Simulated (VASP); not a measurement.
# CaB6 (Pm-3m) in VASP: a series of runs

The runs below take CaB6 through relaxation of cell and atoms, relaxation of the atoms, with PBE.

All numbers are computed with VASP 6.6.1; they aren't measurements. Logs are shortened: lines on timing, memory, paths and dates and some standing lists are left out, and cuts for length are marked.

### Step 1. The cell of the first run

The structure is cubic, space group Pm-3m (No. 221). Conventional cell: a = 4.148 Å, b = 4.148 Å, c = 4.148 Å, α = 90.00°, β = 90.00°, γ = 90.00°. Within 4.2 Å of Ca (site symmetry m-3m) lie 24 B at 3.05 Å and 6 Ca at 4.15 Å. Within 2.2 Å of B (site symmetry 4mm) lie 5 B at 1.67 to 1.75 Å.

### Step 2. Relaxation of cell and atoms, PBE

The input, INCAR:

```
ALGO     = Normal         # electronic algorithm
EDIFF    = 1E-7           # SCF threshold, eV
EDIFFG   = -0.005         # ionic threshold
ENCUT    = 600            # plane-wave cutoff, eV
GGA      = PE             # functional
IBRION   = 2              # ionic algorithm
ISIF     = 3              # what is computed and relaxed
ISMEAR   = 0              # smearing method
LASPH    = T              # aspherical terms in the spheres
LCHARG   = F              # write CHGCAR
LREAL    = F              # projectors in reciprocal space
LWAVE    = F              # write WAVECAR
NELM     = 100            # most SCF steps
NSW      = 100            # ionic steps
PREC     = Accurate       # precision mode
SIGMA    = 0.01           # smearing width, eV
```

The input, KPOINTS:

```
k-points
0
Gamma
  8 8 8
```

The input, POSCAR:

```
CaB6
1.0
    4.1479655459      0.0000000000      0.0000000000
    0.0000000000      4.1479655459      0.0000000000
    0.0000000000      0.0000000000      4.1479655459
Ca B
1 6
Direct
    0.5000000000      0.5000000000      0.5000000000
    0.0000000000      0.0000000000      0.2982961417
    0.0000000000      0.0000000000      0.7017038583
    0.2982961417      0.0000000000      0.0000000000
    0.7017038583      0.0000000000      0.0000000000
    0.0000000000      0.2982961417      0.0000000000
    0.0000000000      0.7017038583      0.0000000000
```

Potentials or basis: VASP PAW PBE potentials, release 64 (Ca_sv, B).

Started as:

```bash
cat potpaw_PBE.64/Ca_sv/POTCAR potpaw_PBE.64/B/POTCAR > POTCAR
mpirun -np 1 vasp_std > vasp.out
```

OUTCAR:

```text
EDIFF = 1E-7
   EDIFFG = -0.005
   ENCUT = 600
   GGA = PE
   IBRION = 2
   ISIF = 3
   ISMEAR = 0
   LASPH = T
   LREAL = F
   NELM = 100
   NSW = 100
   PREC = Accurate

 ion  position               nearest neighbor table
   1  0.500  0.500  0.500-
   2  0.000  0.000  0.298-   3 1.67   4 1.75   5 1.75   6 1.75   7 1.75
   3  0.000  0.000  0.702-   2 1.67   4 1.75   5 1.75   6 1.75   7 1.75
   4  0.298  0.000  0.000-   5 1.67   3 1.75   2 1.75   6 1.75   7 1.75
   5  0.702  0.000  0.000-   4 1.67   3 1.75   2 1.75   6 1.75   7 1.75
   6  0.000  0.298  0.000-   7 1.67   3 1.75   4 1.75   5 1.75   2 1.75
   7  0.000  0.702  0.000-   6 1.67   3 1.75   4 1.75   5 1.75   2 1.75

  LATTYP: Found a simple cubic cell.
 ALAT       =     4.1479655459

  Lattice vectors:

 A1 = (   4.1479655459,   0.0000000000,   0.0000000000)
 A2 = (   0.0000000000,   4.1479655459,   0.0000000000)
 A3 = (   0.0000000000,   0.0000000000,   4.1479655459)

Analysis of symmetry for initial positions (statically):
=====================================================================
 Subroutine PRICEL returns:
 Original cell was already a primitive cell.

 Routine SETGRP: Setting up the symmetry group for a
 simple cubic supercell.

 Subroutine GETGRP returns: Found 48 space group operations
 (whereof 48 operations were pure point group operations)
 out of a pool of 48 trial point group operations.

The static configuration has the point symmetry O_h .

Analysis of symmetry for dynamics (positions and initial velocities):
=====================================================================
 Subroutine PRICEL returns:
 Original cell was already a primitive cell.

 Routine SETGRP: Setting up the symmetry group for a
 simple cubic supercell.

 Subroutine GETGRP returns: Found 48 space group operations
 (whereof 48 operations were pure point group operations)
 out of a pool of 48 trial point group operations.

The dynamic configuration has the point symmetry O_h .

 Subroutine INISYM returns: Found 48 space group operations
 (whereof 48 operations are pure point group operations),
 and found     1 'primitive' translations

----------------------------------------------------------------------------------------

                                     Primitive cell

  volume of cell :      71.3683

  direct lattice vectors                    reciprocal lattice vectors
     4.147965546  0.000000000  0.000000000     0.241082041  0.000000000  0.000000000
     0.000000000  4.147965546  0.000000000     0.000000000  0.241082041  0.000000000
[... 108 lines left out ...]
   EMIN   =  10.00;   EMAX   =-10.00  energy-range for DOS
   EFERMI =   0.00;   METHOD = LEGACY
   ISMEAR =     0;   SIGMA  =   0.01  broadening in eV -4-tet -1-fermi 0-gaus
   EFERMI_NEDOS =   21; number of points for ismear=-14 and -15
   IALGO  =     38    algorithm
   IMIX   =      4    mixing-type and parameters
     AMIX     =   0.40;   BMIX     =  1.00
     AMIX_MAG =   1.60;   BMIX_MAG =  1.00
  volume/ion in A,a.u.               =      10.20        68.80
  Fermi-wavevector in a.u.,A,eV,Ry     =   1.198466  2.264772 19.542329  1.436321
  Thomas-Fermi vector in A             =   2.334354
   LORBIT       =      0    0 simple, 1 ext, 2 COOP (PROOUT), +10 PAW based schemes
   GGA     = PE    functional components
   LHFCALC =     F    Hartree Fock is set to
   AEXX    =    0.0000 exact exchange contribution
   IVDW    =     0    specifies the selected vdW correction
   LEPSILON=     F    determine dielectric tensor
   LRPA    =     F    only Hartree local field effects (RPA)
 conjugate gradient relaxation of ions
 non-spin polarized calculation
 Gauss-broadening in eV      SIGMA  =   0.01
  energy-cutoff  :      600.00
  volume of cell :       71.37
 maximum number of plane-waves:      2409
 NGX is ok and might be reduce to    36
   NGX = 17   NGY = 17   NGZ = 17

--------------------------------------- Ionic step        1  -------------------------------------------

 number of electron      28.0000003 magnetization

 Free energy of the ion-electron system (eV)
  ---------------------------------------------------
  ext. energy  EPLUGINS =         0.00000000
  ---------------------------------------------------
  free energy    TOTEN  =       -45.02178747 eV

  energy without entropy =      -45.02178747  energy(sigma->0) =      -45.02178747

------------------------ aborting loop because EDIFF is reached ----------------------------------------

  FORCE on cell =-STRESS in cart. coord.  units (eV):
  Direction    XX          YY          ZZ          XY          YZ          ZX
  --------------------------------------------------------------------------------------
  -------------------------------------------------------------------------------------
  Total        0.0298987      0.0298987      0.0298987      0.0000000      0.0000000      0.0000000
  in kB        0.6712091      0.6712091      0.6712091      0.0000000      0.0000000      0.0000000
  external PRESSURE =       0.6712091 kB  Pullay stress =       0.0000000 kB
[... 69 lines left out ...]
--------------------------------------- Ionic step        3  -------------------------------------------

 number of electron      28.0000003 magnetization

 Free energy of the ion-electron system (eV)
  ---------------------------------------------------
  ext. energy  EPLUGINS =         0.00000000
  ---------------------------------------------------
  free energy    TOTEN  =       -45.02179622 eV

  energy without entropy =      -45.02179621  energy(sigma->0) =      -45.02179621

 E-fermi :   4.6804     XC(G=0): -10.5627

 val. band max:        4.6470210746   @ k =   0.3750   0.0000   0.0000
 cond. band min:       4.7127032773   @ k =   0.5000   0.0000   0.0000
 fundamental gap:      0.0656822027
 Fermi energy:         4.6803696803

 k-point     1 :       0.0000    0.0000    0.0000
  band No.  band energies     occupation
      1     -36.5325      2.00000
      2     -17.5161      2.00000
      3     -17.5161      2.00000
      4     -17.5161      2.00000
      5      -9.7827      2.00000
      6      -2.2138      2.00000
[... 481 lines left out ...]
      5      -9.1638      2.00000
      6      -4.1902      2.00000
[... 10 lines left out ...]
     17       8.9804      0.00000
     18       9.2535      0.00000

 [... further k-points ...]

------------------------ aborting loop because EDIFF is reached ----------------------------------------

  FORCE on cell =-STRESS in cart. coord.  units (eV):
  Direction    XX          YY          ZZ          XY          YZ          ZX
  --------------------------------------------------------------------------------------
  -------------------------------------------------------------------------------------
  Total        0.0125487      0.0125487      0.0125487     -0.0000000     -0.0000000      0.0000000
  in kB        0.2816173      0.2816173      0.2816173     -0.0000000     -0.0000000      0.0000000
  external PRESSURE =       0.2816173 kB  Pullay stress =       0.0000000 kB
[... 22 lines left out ...]
  FREE ENERGIE OF THE ION-ELECTRON SYSTEM (eV)
  ---------------------------------------------------
  free  energy   TOTEN  =       -45.0217962157 eV

  energy  without entropy=      -45.0217962138  energy(sigma->0) =      -45.02179621

 reached required accuracy - stopping structural energy minimisation
```

OSZICAR:

```text
N       E                     dE             d eps       ncg     rms          rms(c)
DAV:   1     0.169617064937E+03    0.16962E+03   -0.14620E+04  1260   0.162E+03
DAV:   2    -0.412065580611E+02   -0.21082E+03   -0.20626E+03  1708   0.354E+02
DAV:   3    -0.500404460763E+02   -0.88339E+01   -0.83627E+01  2250   0.654E+01
DAV:   4    -0.501902815374E+02   -0.14984E+00   -0.14966E+00  1708   0.714E+00
[... 26 lines left out ...]
DAV:   3    -0.450217954695E+02    0.17969E-05   -0.98810E-06  1916   0.233E-02    0.131E-03
DAV:   4    -0.450217957421E+02   -0.27267E-06   -0.70741E-07  1644   0.665E-03    0.645E-04
DAV:   5    -0.450217960186E+02   -0.27648E-06   -0.35032E-08   850   0.109E-03    0.325E-04
DAV:   6    -0.450217961702E+02   -0.15152E-06   -0.27386E-08   840   0.110E-03    0.843E-05
DAV:   7    -0.450217962157E+02   -0.45534E-07   -0.16567E-08   824   0.757E-04
   3 F= -.45021796E+02 E0= -.45021796E+02  d E =-.874625E-05
```

It took 73 s on 1 thread of AMD EPYC 9R45 (Zen 5), shared host; peak memory 0.21 GiB.

Results:

| Item | Value |
| --- | --- |
| Free energy | -45.0218 eV |
| Relaxed volume | 10.20 Å³/atom |
| Relaxed cell | a = 4.148 Å, b = 4.148 Å, c = 4.148 Å, α = 90.00°, β = 90.00°, γ = 90.00° |
| Space group after relaxing (to 0.1 Å) | Pm-3m (No. 221) |
| Energy gained by relaxing | 0.0 meV/atom |
| Ionic steps | 3 |
| Pressure after relaxing | 0.0 GPa |
| Largest force after relaxing | 0.003 eV/Å |
| Band gap on the k mesh | 0.07 eV (least direct gap 0.15 eV) |

Forces in eV/Å, atoms in the order of the input:
```
Ca   0.000  0.000  0.000
B    0.000  0.000  0.003
B    0.000  0.000 -0.003
B    0.003  0.000  0.000
B   -0.003  0.000  0.000
B    0.000  0.003  0.000
B    0.000 -0.003  0.000
```

Final structure:
```cif
data_structure
_symmetry_space_group_name_H-M 'P 1'
_symmetry_Int_Tables_number 1
_cell_length_a 4.1484
_cell_length_b 4.1484
_cell_length_c 4.1484
_cell_angle_alpha 90.000
_cell_angle_beta 90.000
_cell_angle_gamma 90.000
_cell_volume 71.39
loop_
_atom_site_label
_atom_site_type_symbol
_atom_site_fract_x
_atom_site_fract_y
_atom_site_fract_z
_atom_site_occupancy
Ca1 Ca 0.50000 0.50000 0.50000 1
B1 B 0.00000 0.00000 0.29825 1
B2 B 0.00000 0.00000 0.70175 1
B3 B 0.29825 0.00000 0.00000 1
B4 B 0.70175 0.00000 0.00000 1
B5 B 0.00000 0.29825 0.00000 1
B6 B 0.00000 0.70175 0.00000 1
```

### Step 3. Relaxation of the atoms, PBE (9.58 Å³/atom)

This run uses another cell than the first one, of 9.58 Å³/atom.

The input, INCAR:

```
PREC = Accurate
ENCUT = 520
EDIFF = 1E-6
ISMEAR = 0
SIGMA = 0.01
LREAL = False
LASPH = True
NELM = 60
ALGO = Normal
ISIF = 2
LWAVE = False
LCHARG = False
GGA = PE
IBRION = 2
NSW = 50
EDIFFG = -0.01
```

The input, KPOINTS:

```
Automatic mesh
0
Gamma
  8 8 8
```

The input, POSCAR:

```
CaB6
1.0
    4.0630610948      0.0000000000      0.0000000000
    0.0000000000      4.0630610948      0.0000000000
    0.0000000000      0.0000000000      4.0630610948
Ca B
1 6
Direct
    0.5000000000      0.5000000000      0.5000000000
    0.0000000000      0.0000000000      0.2987399726
    0.0000000000      0.0000000000      0.7012600274
    0.2987399726      0.0000000000      0.0000000000
    0.7012600274      0.0000000000      0.0000000000
    0.0000000000      0.2987399726      0.0000000000
    0.0000000000      0.7012600274      0.0000000000
```

Potentials or basis: VASP PAW PBE potentials, release 64 (Ca_sv, B).

Started as:

```bash
cat potpaw_PBE.64/Ca_sv/POTCAR potpaw_PBE.64/B/POTCAR > POTCAR
mpirun -np 1 vasp_std > vasp.out
```

OUTCAR:

```text
PREC = Accurate
   ENCUT = 520
   EDIFF = 1E-6
   ISMEAR = 0
   LREAL = False
   LASPH = True
   NELM = 60
   ISIF = 2
   GGA = PE
   IBRION = 2
   NSW = 50
   EDIFFG = -0.01

 ion  position               nearest neighbor table
   1  0.500  0.500  0.500-
   2  0.000  0.000  0.299-   3 1.64   4 1.72   5 1.72   6 1.72   7 1.72
   3  0.000  0.000  0.701-   2 1.64   4 1.72   5 1.72   6 1.72   7 1.72
   4  0.299  0.000  0.000-   5 1.64   3 1.72   2 1.72   6 1.72   7 1.72
   5  0.701  0.000  0.000-   4 1.64   3 1.72   2 1.72   6 1.72   7 1.72
   6  0.000  0.299  0.000-   7 1.64   3 1.72   4 1.72   5 1.72   2 1.72
   7  0.000  0.701  0.000-   6 1.64   3 1.72   4 1.72   5 1.72   2 1.72

  LATTYP: Found a simple cubic cell.
 ALAT       =     4.0630610948

  Lattice vectors:

 A1 = (   4.0630610948,   0.0000000000,   0.0000000000)
 A2 = (   0.0000000000,   4.0630610948,   0.0000000000)
 A3 = (   0.0000000000,   0.0000000000,   4.0630610948)

Analysis of symmetry for initial positions (statically):
=====================================================================
 Subroutine PRICEL returns:
 Original cell was already a primitive cell.

 Routine SETGRP: Setting up the symmetry group for a
 simple cubic supercell.

 Subroutine GETGRP returns: Found 48 space group operations
 (whereof 48 operations were pure point group operations)
 out of a pool of 48 trial point group operations.

The static configuration has the point symmetry O_h .

Analysis of symmetry for dynamics (positions and initial velocities):
=====================================================================
 Subroutine PRICEL returns:
 Original cell was already a primitive cell.

 Routine SETGRP: Setting up the symmetry group for a
 simple cubic supercell.

 Subroutine GETGRP returns: Found 48 space group operations
 (whereof 48 operations were pure point group operations)
 out of a pool of 48 trial point group operations.

The dynamic configuration has the point symmetry O_h .

[... 137 lines left out ...]
   LEPSILON=     F    determine dielectric tensor
   LRPA    =     F    only Hartree local field effects (RPA)
 conjugate gradient relaxation of ions
 non-spin polarized calculation
 Gauss-broadening in eV      SIGMA  =   0.01
  energy-cutoff  :      520.00
  volume of cell :       67.07
 maximum number of plane-waves:      1856
   NGX = 15   NGY = 15   NGZ = 15

--------------------------------------- Ionic step        1  -------------------------------------------

 number of electron      28.0000003 magnetization

 Free energy of the ion-electron system (eV)
  ---------------------------------------------------
  ext. energy  EPLUGINS =         0.00000000
  ---------------------------------------------------
  free energy    TOTEN  =       -44.87743670 eV

  energy without entropy =      -44.87743669  energy(sigma->0) =      -44.87743669

------------------------ aborting loop because EDIFF is reached ----------------------------------------

  FORCE on cell =-STRESS in cart. coord.  units (eV):
  Direction    XX          YY          ZZ          XY          YZ          ZX
  --------------------------------------------------------------------------------------
  -------------------------------------------------------------------------------------
  Total        4.4658351      4.4658351      4.4658351      0.0000000     -0.0000000      0.0000000
  in kB      106.6726804    106.6726804    106.6726804      0.0000000     -0.0000000      0.0000000
  external PRESSURE =     106.6726804 kB  Pullay stress =       0.0000000 kB
[... 110 lines left out ...]
--------------------------------------- Ionic step        4  -------------------------------------------

 number of electron      28.0000003 magnetization

 Free energy of the ion-electron system (eV)
  ---------------------------------------------------
  ext. energy  EPLUGINS =         0.00000000
  ---------------------------------------------------
  free energy    TOTEN  =       -44.87870861 eV

  energy without entropy =      -44.87864887  energy(sigma->0) =      -44.87867874

 E-fermi :   5.1162     XC(G=0): -10.8262

 val. band max:        5.1072730926   @ k =   0.3750   0.0000   0.0000
 cond. band min:       5.1251005745   @ k =   0.3750   0.0000   0.0000
 fundamental gap:      0.0178274819
 Fermi energy:         5.1161868335

 k-point     1 :       0.0000    0.0000    0.0000
  band No.  band energies     occupation
      1     -35.8825      2.00000
      2     -16.8813      2.00000
      3     -16.8813      2.00000
      4     -16.8813      2.00000
      5      -9.7354      2.00000
      6      -2.0863      2.00000
[... 481 lines left out ...]
      5      -9.0884      2.00000
      6      -3.9863      2.00000
[... 10 lines left out ...]
     17       9.6129      0.00000
     18       9.9059      0.00000

 [... further k-points ...]

------------------------ aborting loop because EDIFF is reached ----------------------------------------

  FORCE on cell =-STRESS in cart. coord.  units (eV):
  Direction    XX          YY          ZZ          XY          YZ          ZX
  --------------------------------------------------------------------------------------
  -------------------------------------------------------------------------------------
  Total        4.3870660      4.3870660      4.3870660      0.0000000     -0.0000000      0.0000000
  in kB      104.7911697    104.7911697    104.7911697      0.0000000     -0.0000000      0.0000000
  external PRESSURE =     104.7911697 kB  Pullay stress =       0.0000000 kB
[... 22 lines left out ...]
  FREE ENERGIE OF THE ION-ELECTRON SYSTEM (eV)
  ---------------------------------------------------
  free  energy   TOTEN  =       -44.8787086085 eV

  energy  without entropy=      -44.8786488680  energy(sigma->0) =      -44.87867874

 reached required accuracy - stopping structural energy minimisation
```

CONTCAR:

```text
CaB6
   1.00000000000000
     4.0630610948000001    0.0000000000000000    0.0000000000000000
     0.0000000000000000    4.0630610948000001    0.0000000000000000
     0.0000000000000000    0.0000000000000000    4.0630610948000001
  Ca              B
     1     6
Direct
     0.5000000000000000    0.5000000000000000    0.5000000000000000
     0.0000000000000000    0.0000000000000000    0.2993461725458441
     0.0000000000000000    0.0000000000000000    0.7006538274541558
     0.2993461725458441    0.0000000000000000    0.0000000000000000
     0.7006538274541558    0.0000000000000000    0.0000000000000000
     0.0000000000000000    0.2993461725458441    0.0000000000000000
     0.0000000000000000    0.7006538274541558    0.0000000000000000

  0.00000000E+00  0.00000000E+00  0.00000000E+00
  0.00000000E+00  0.00000000E+00  0.00000000E+00
  0.00000000E+00  0.00000000E+00  0.00000000E+00
  0.00000000E+00  0.00000000E+00  0.00000000E+00
  0.00000000E+00  0.00000000E+00  0.00000000E+00
  0.00000000E+00  0.00000000E+00  0.00000000E+00
  0.00000000E+00  0.00000000E+00  0.00000000E+00
```

It took 48 s on 1 thread of AMD EPYC 9R45 (Zen 5), shared host; peak memory 0.16 GiB.

Results:

| Property | Result |
| --- | --- |
| Free energy | -44.8787 eV |
| Energy gained by relaxing | 0.2 meV/atom |
| Ionic steps | 4 |
| Pressure after relaxing | 10.5 GPa |
| Band gap on the k mesh | 0.02 eV |

Forces in eV/Å, atoms in the order of the input:
```
Ca   0.000  0.000  0.000
B    0.000  0.000 -0.003
B    0.000  0.000  0.003
B   -0.003  0.000  0.000
B    0.003  0.000  0.000
B    0.000 -0.003  0.000
B    0.000  0.003  0.000
```

The path:
| step | energy change (eV) | largest force (eV/Å) | pressure (GPa) |
| --- | --- | --- | --- |
| 1 | 0.0000 | 0.1788 | 10.67 |
| 2 | 0.0060 | 0.4211 | 10.02 |
| 3 | -0.0013 | 0.0153 | 10.46 |
| 4 | -0.0013 | 0.0029 | 10.48 |

Final structure:
```
Ca B
1.0
     4.06306    0.00000    0.00000
     0.00000    4.06306    0.00000
     0.00000    0.00000    4.06306
Ca B
1 6
Direct
  0.50000 0.50000 0.50000
  0.00000 0.00000 0.29935
  0.00000 0.00000 0.70065
  0.29935 0.00000 0.00000
  0.70065 0.00000 0.00000
  0.00000 0.29935 0.00000
  0.00000 0.70065 0.00000
```

Levels at points of the mesh, in eV from the valence-band top:
```csv
k point,band 10,band 11,band 12,band 13,band 14,band 15,band 16,band 17,band 18
"(0.00, 0.00, 0.00)",-5.46,-5.46,-0.36,-0.36,-0.36,2.81,2.81,2.81,3.45
"(0.50, 0.00, 0.00)",-5.02,-2.52,-2.52,-1.89,-0.25,0.07,3.30,3.30,3.91
"(0.50, 0.50, 0.00)",-5.24,-2.89,-2.89,-1.56,-1.56,3.15,3.15,4.19,4.52
"(0.50, 0.50, 0.50)",-4.59,-4.59,-1.14,-1.14,-1.14,4.50,4.94,4.94,5.07
```

A k mesh can miss the band edges.
